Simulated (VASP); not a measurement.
# NaI (I4mm) in VASP: further runs

The runs below take NaI through single point, with PBEsol.

Everything below comes from runs of VASP 6.6.1. Logs are shortened: lines on timing, memory, paths and dates and some standing lists are left out, and cuts for length are marked.

## Step 1: The cell of the first run

It takes space group I4mm (No. 107, tetragonal). Conventional cell: a = 4.577 Å, b = 4.577 Å, c = 6.473 Å, α = 90.00°, β = 90.00°, γ = 90.00°. Within 3.6 Å of Na (site symmetry 4mm) lie 5 I at 2.74 to 3.27 Å. I (site symmetry 4mm) has 5 Na at 2.74 to 3.27 Å within 3.6 Å.

## Step 2: Single point, PBEsol (all I atoms moved -0.500 Å, as atom 2 along Cartesian [0 1 0])

INCAR reads:

```
SYSTEM = NaI
PREC     = Accurate       ! precision mode
ENCUT    = 520            ! plane-wave cutoff, eV
EDIFF    = 1E-6           ! SCF threshold, eV
ISMEAR   = 0              ! smearing method
SIGMA    = 0.05           ! smearing width, eV
LREAL    = .FALSE.        ! projectors in reciprocal space
LASPH    = .TRUE.         ! aspherical terms in the spheres
NELM     = 80             ! most SCF steps
ALGO     = Normal         ! electronic algorithm
ISIF     = 2              ! what is computed and relaxed
LWAVE    = .FALSE.        ! write WAVECAR
LCHARG   = .FALSE.        ! write CHGCAR
GGA      = PS             ! functional
NBANDS   = 14             ! bands
```

KPOINTS reads:

```
Automatic mesh
0
G
  6 6 6
  0 0 0
```

POSCAR reads:

```
NaI
1.0
    0.0000000000      3.2364000000      3.2364000000
    3.2364000000      0.0000000000      3.2364000000
    3.2364000000      3.2364000000      0.0000000000
Na I
1 1
Direct
    0.0000000000      0.0000000000      0.0000000000
    0.4227536769      0.5772463231      0.4227536769
```

Potentials or basis: VASP PAW PBE potentials, release 64 (Na_pv, I).

Run with:

```bash
cat potpaw_PBE.64/Na_pv/POTCAR potpaw_PBE.64/I/POTCAR > POTCAR
mpirun -np 1 vasp_std > vasp.out
```

OUTCAR:

```text
SYSTEM = NaI
   PREC = Accurate
   ENCUT = 520
   EDIFF = 1E-6
   ISMEAR = 0
   LREAL = .FALSE.
   LASPH = .TRUE.
   NELM = 80
   ISIF = 2
   GGA = PS

 ion  position               nearest neighbor table
   1  0.000  0.000  0.000-   2 2.74
   2  0.423  0.577  0.423-   1 2.74

  LATTYP: Found a face centered cubic cell.
 ALAT       =     6.4728000000

  Lattice vectors:

 A1 = (   0.0000000000,   3.2364000000,   3.2364000000)
 A2 = (   3.2364000000,   0.0000000000,   3.2364000000)
 A3 = (   3.2364000000,   3.2364000000,   0.0000000000)

Analysis of symmetry for initial positions (statically):
=====================================================================
 Subroutine PRICEL returns:
 Original cell was already a primitive cell.

 Routine SETGRP: Setting up the symmetry group for a
 face centered cubic supercell.

 Subroutine GETGRP returns: Found  8 space group operations
 (whereof  8 operations were pure point group operations)
 out of a pool of 48 trial point group operations.

The static configuration has the point symmetry C_4v.

Analysis of symmetry for dynamics (positions and initial velocities):
=====================================================================
 Subroutine PRICEL returns:
 Original cell was already a primitive cell.

 Routine SETGRP: Setting up the symmetry group for a
 face centered cubic supercell.

 Subroutine GETGRP returns: Found  8 space group operations
 (whereof  8 operations were pure point group operations)
 out of a pool of 48 trial point group operations.

The dynamic configuration has the point symmetry C_4v.

 Subroutine INISYM returns: Found  8 space group operations
 (whereof  8 operations are pure point group operations),
 and found     1 'primitive' translations

----------------------------------------------------------------------------------------

                                     Primitive cell

  volume of cell :      67.7980

  direct lattice vectors                    reciprocal lattice vectors
     0.000000000  3.236400000  3.236400000    -0.154492646  0.154492646  0.154492646
     3.236400000  0.000000000  3.236400000     0.154492646 -0.154492646  0.154492646
     3.236400000  3.236400000  0.000000000     0.154492646  0.154492646 -0.154492646

  length of vectors
     4.576960773  4.576960773  4.576960773     0.267589113  0.267589113  0.267589113

  position of ions in fractional coordinates (direct lattice)
     0.000000000  0.000000000  0.000000000
     0.422753677  0.577246323  0.422753677

  ion indices of the primitive-cell ions
   primitive index   ion index
                 1           1
                 2           2

----------------------------------------------------------------------------------------

 KPOINTS: Automatic mesh

Automatic generation of k-mesh.
 Grid dimensions read from file:
 generate k-points for:    6    6    6

 Generating k-lattice:

  Cartesian coordinates                     Fractional coordinates (reciprocal lattice)
    -0.025748774  0.025748774  0.025748774     0.166666667  0.000000000  0.000000000
     0.025748774 -0.025748774  0.025748774     0.000000000  0.166666667  0.000000000
     0.025748774  0.025748774 -0.025748774     0.000000000  0.000000000  0.166666667

  Length of vectors
     0.044598185  0.044598185  0.044598185

  Shift w.r.t. Gamma in fractional coordinates (k-lattice)
     0.000000000  0.000000000  0.000000000

 Subroutine IBZKPT returns following result:
 ===========================================

 Found     30 irreducible k-points:

 Following reciprocal coordinates:
            Coordinates               Weight
  0.000000  0.000000  0.000000      1.000000
  0.166667  0.000000  0.000000      8.000000
  0.333333  0.000000  0.000000      8.000000
  0.500000  0.000000  0.000000      4.000000
  0.166667  0.166667  0.000000      4.000000
  0.166667  0.000000  0.166667      2.000000
[... 16 lines left out ...]
  0.500000  0.333333  0.166667      8.000000
  0.166667  0.500000  0.333333      8.000000
 [... further k-points ...]
   k-points           NKPTS =     30   k-points in BZ     NKDIM =     30   number of bands    NBANDS=     14
   number of dos      NEDOS =    301   number of ions     NIONS =      2
   total plane-waves  NPLWV =  46656
   dimension x,y,z NGX =    36 NGY =   36 NGZ =   36
   dimension x,y,z NGXF=    72 NGYF=   72 NGZF=   72
   ions per type =               1   1
   NGX,Y,Z   is equivalent  to a cutoff of  13.08, 13.08, 13.08 a.u.
   NGXF,Y,Z  is equivalent  to a cutoff of  26.15, 26.15, 26.15 a.u.
 SYSTEM =  NaI
   PREC   = accura    normal or accurate (medium, high low for compatibility)
   ISTART =      0    job   : 0-new  1-cont  2-samecut
   ICHARG =      2    charge: 1-file 2-atom 10-const
   ISPIN  =      1    spin polarized calculation?
   LNONCOLLINEAR =      F non collinear calculations
   LSORBIT =      F    spin-orbit coupling
   LASPH  =      T    aspherical Exc in radial PAW
   ENCUT  =  520.0 eV  38.22 Ry    6.18 a.u.   8.51  8.51  8.51*2*pi/ulx,y,z
   NELM   =     80;   NELMIN=  2; NELMDL= -5     # of ELM steps
   EDIFF  = 0.1E-05   stopping-criterion for ELM
   LREAL  =      F    real-space projection
   EDIFFG = 0.1E-04   stopping-criterion for IOM
   NSW    =      0    number of steps for IOM
   IBRION =     -1    ionic relax: 0-MD 1-quasi-New 2-CG
   NFREE  =      0    steps in history (QN), initial steepest desc. (CG)
   ISIF   =      2    stress and relaxation
   ISYM   =      2    0-nonsym 1-usesym 2-fastsym
   POTIM  = 0.5000    time-step for ionic-motion
   TEBEG  =    0.0;   TEEND  =   0.0 temperature during run
   PSTRESS=    0.0 pullay stress
   NELECT =      14.0000    total number of electrons
   NUPDOWN=      -1.0000    fix difference up-down
   EMIN   =  10.00;   EMAX   =-10.00  energy-range for DOS
   EFERMI =   0.00;   METHOD = LEGACY
   ISMEAR =     0;   SIGMA  =   0.05  broadening in eV -4-tet -1-fermi 0-gaus
   EFERMI_NEDOS =   21; number of points for ismear=-14 and -15
   IALGO  =     38    algorithm
   IMIX   =      4    mixing-type and parameters
     AMIX     =   0.40;   BMIX     =  1.00
     AMIX_MAG =   1.60;   BMIX_MAG =  1.00
  volume/ion in A,a.u.               =      33.90       228.76
  Fermi-wavevector in a.u.,A,eV,Ry     =   0.967636  1.828567 12.739397  0.936319
  Thomas-Fermi vector in A             =   2.097538
   LORBIT       =      0    0 simple, 1 ext, 2 COOP (PROOUT), +10 PAW based schemes
   GGA     = PS    functional components
   LHFCALC =     F    Hartree Fock is set to
   AEXX    =    0.0000 exact exchange contribution
   IVDW    =     0    specifies the selected vdW correction
   LEPSILON=     F    determine dielectric tensor
   LRPA    =     F    only Hartree local field effects (RPA)
 non-spin polarized calculation
 Gauss-broadening in eV      SIGMA  =   0.05
  energy-cutoff  :      520.00
  volume of cell :       67.80
 maximum number of plane-waves:      1853
 NGX is ok and might be reduce to    36
   NGX = 17   NGY = 17   NGZ = 17

 number of electron      13.9999992 magnetization

 Free energy of the ion-electron system (eV)
  ---------------------------------------------------
  ext. energy  EPLUGINS =         0.00000000
  ---------------------------------------------------
  free energy    TOTEN  =        -5.50403531 eV

  energy without entropy =       -5.50403531  energy(sigma->0) =       -5.50403531

 E-fermi :   0.9912     XC(G=0):  -7.8124

 val. band max:        0.7003906150   @ k =   0.0000   0.0000   0.0000
 cond. band min:       4.2434741220   @ k =   0.0000   0.0000   0.0000
 fundamental gap:      3.5430835070
 Fermi energy:         0.9912486785

 k-point     1 :       0.0000    0.0000    0.0000
  band No.  band energies     occupation
      1     -21.5070      2.00000
      2     -21.4859      2.00000
      3     -21.4859      2.00000
      4     -10.3659      2.00000
      5       0.6249      2.00000
      6       0.7004      2.00000
      7       0.7004      2.00000
      8       4.2435      0.00000
      9       8.5524      0.00000
     10       8.5524      0.00000
     11       8.6497      0.00000
     12      10.4737      0.00000
     13      10.7093      0.00000
     14      10.8320      0.00000

 k-point     2 :       0.1667    0.0000    0.0000
  band No.  band energies     occupation
      1     -21.5078      2.00000
      2     -21.4868      2.00000
      3     -21.4860      2.00000
      4     -10.2921      2.00000
      5      -0.0601      2.00000
      6       0.5813      2.00000
      7       0.6278      2.00000
      8       5.0545      0.00000
      9       8.0214      0.00000
     10       8.7488      0.00000
     11       8.8349      0.00000
     12       9.9236      0.00000
     13      10.1489      0.00000
     14      11.4047      0.00000

 k-point     3 :       0.3333    0.0000    0.0000
  band No.  band energies     occupation
      1     -21.5094      2.00000
      2     -21.4885      2.00000
      3     -21.4863      2.00000
      4     -10.1359      2.00000
      5      -1.0832      2.00000
      6       0.4474      2.00000
      7       0.4920      2.00000
      8       5.6941      0.00000
      9       8.3307      0.00000
     10       8.3583      0.00000
     11       8.7001      0.00000
     12      10.6613      0.00000
     13      10.8967      0.00000
     14      11.1635      0.00000
[... 324 lines left out ...]
 k-point    23 :       0.5000    0.3333    0.1667
  band No.  band energies     occupation
      1     -21.5095      2.00000
      2     -21.4888      2.00000
      3     -21.4878      2.00000
      4     -10.0410      2.00000
      5      -0.9995      2.00000
      6      -0.2225      2.00000
      7       0.1536      2.00000
      8       6.5418      0.00000
      9       7.3107      0.00000
     10       7.6519      0.00000
     11       9.8656      0.00000
     12      10.7848      0.00000
     13      12.7498      0.00000
     14      13.6018      0.00000

 k-point    24 :       0.1667    0.5000    0.3333
  band No.  band energies     occupation
      1     -21.5097      2.00000
      2     -21.4896      2.00000
      3     -21.4869      2.00000
      4     -10.0414      2.00000
      5      -0.9910      2.00000
      6      -0.2618      2.00000
      7       0.1964      2.00000
      8       6.6281      0.00000
      9       7.2723      0.00000
     10       7.6188      0.00000
     11       9.7272      0.00000
     12      10.7396      0.00000
     13      12.8476      0.00000
     14      13.5374      0.00000

 [... further k-points ...]

------------------------ aborting loop because EDIFF is reached ----------------------------------------

  FORCE on cell =-STRESS in cart. coord.  units (eV):
  Direction    XX          YY          ZZ          XY          YZ          ZX
  --------------------------------------------------------------------------------------
  -------------------------------------------------------------------------------------
  Total       -0.2898720      1.9286260     -0.2898720     -0.0000000     -0.0000000      0.0000000
  in kB       -6.8501526     45.5766097     -6.8501526     -0.0000000     -0.0000000      0.0000000
  external PRESSURE =      10.6254349 kB  Pullay stress =       0.0000000 kB

 VOLUME and BASIS-vectors are now :
 -----------------------------------------------------------------------------
  energy-cutoff  :      520.00
  volume of cell :       67.80
      direct lattice vectors                 reciprocal lattice vectors
     0.000000000  3.236400000  3.236400000    -0.154492646  0.154492646  0.154492646
     3.236400000  0.000000000  3.236400000     0.154492646 -0.154492646  0.154492646
     3.236400000  3.236400000  0.000000000     0.154492646  0.154492646 -0.154492646

 POSITION                                       TOTAL-FORCE (eV/Angst)
 -----------------------------------------------------------------------------------
      0.00000      0.00000      0.00000         0.000000     -0.892651      0.000000
      3.23640      2.73640      3.23640         0.000000      0.892651      0.000000
 -----------------------------------------------------------------------------------
    total drift:                                0.000001      0.000391      0.000001

  FREE ENERGIE OF THE ION-ELECTRON SYSTEM (eV)
  ---------------------------------------------------
  free  energy   TOTEN  =        -5.5040353118 eV

  energy  without entropy=       -5.5040353118  energy(sigma->0) =       -5.50403531
```

It took 9.6 s on 1 thread of Intel Xeon 6975P-C (Granite Rapids), shared host; peak memory 0.2 GiB.

What came out:

- Free energy: -5.5040 eV
- Pressure: 1.1 GPa
- Largest force: 0.893 eV/Å
- Band gap on the k mesh: 3.54 eV, direct

Forces on the atoms (eV/Å):
```
Na   0.000 -0.893  0.000
I    0.000  0.893  0.000
```

Stress tensor (GPa, compression positive):
```
-0.69  0.00  0.00
 0.00  4.56  0.00
 0.00  0.00 -0.69
```

Caveat: the cell differs from its parent crystal (all I atoms moved -0.500 Å, as atom 2 along Cartesian [0 1 0]); the PAW data sets were made with another functional, which shifts forces and pressure a little; spin-orbit coupling is left out, which moves the levels of the heavy elements.

## Step 3: Single point, PBEsol (all I atoms moved +0.375 Å, as atom 2 along Cartesian [0 1 0])

INCAR: that of step 2 with these lines changed.

```diff
@@ -8,3 +8,3 @@
 LASPH    = .TRUE.         ! aspherical terms in the spheres
-NELM     = 80             ! most SCF steps
+NELM     = 100            ! most SCF steps
 ALGO     = Normal         ! electronic algorithm
```

KPOINTS reads:

```
regular mesh
0
G
  6 6 6
  0 0 0
```

POSCAR: that of step 2 with these lines changed.

```diff
@@ -9,2 +9,2 @@
     0.0000000000      0.0000000000      0.0000000000
-    0.4227536769      0.5772463231      0.4227536769
+    0.5579347423      0.4420652577      0.5579347423
```

Potentials or basis: VASP PAW PBE potentials, release 64 (Na_pv, I).

Run with:

```bash
cat potpaw_PBE.64/Na_pv/POTCAR potpaw_PBE.64/I/POTCAR > POTCAR
mpirun -np 1 vasp_std > vasp.out
```

Run time: 8.9 s. Hardware: 1 thread of Intel Xeon 6975P-C (Granite Rapids), shared host; peak memory 0.2 GiB.

The run converged. Its results:

- Free energy: -5.5897 eV
- Pressure: 0.3 GPa
- Largest force: 0.507 eV/Å
- Band gap on the k mesh: 3.53 eV, direct

Forces in eV/Å, atoms in the order of the input:
```
Na   0.000  0.507  0.000
I    0.000 -0.507  0.000
```

Stress tensor (GPa, compression positive):
```
-0.60  0.00  0.00
 0.00  2.17  0.00
 0.00  0.00 -0.60
```

Levels at points of the mesh, in eV from the valence-band top:
```csv
k point,band 4,band 5,band 6,band 7,band 8,band 9,band 10,band 11
"(0.00, 0.00, 0.00)",-11.06,-0.05,0.00,0.00,3.53,7.85,7.85,7.90
"(0.50, 0.00, 0.00)",-10.75,-2.21,-0.31,-0.28,4.96,7.39,7.44,8.66
"(0.50, 0.50, 0.00)",-10.67,-1.93,-0.78,-0.75,4.47,5.42,9.73,11.23
"(0.50, 0.00, 0.50)",-10.67,-1.95,-0.75,-0.75,4.48,5.44,9.67,11.23
```

Caveat: the cell differs from its parent crystal (all I atoms moved +0.375 Å, as atom 2 along Cartesian [0 1 0]); the PAW data sets were made with another functional, which shifts forces and pressure a little; spin-orbit coupling is left out, which moves the levels of the heavy elements.
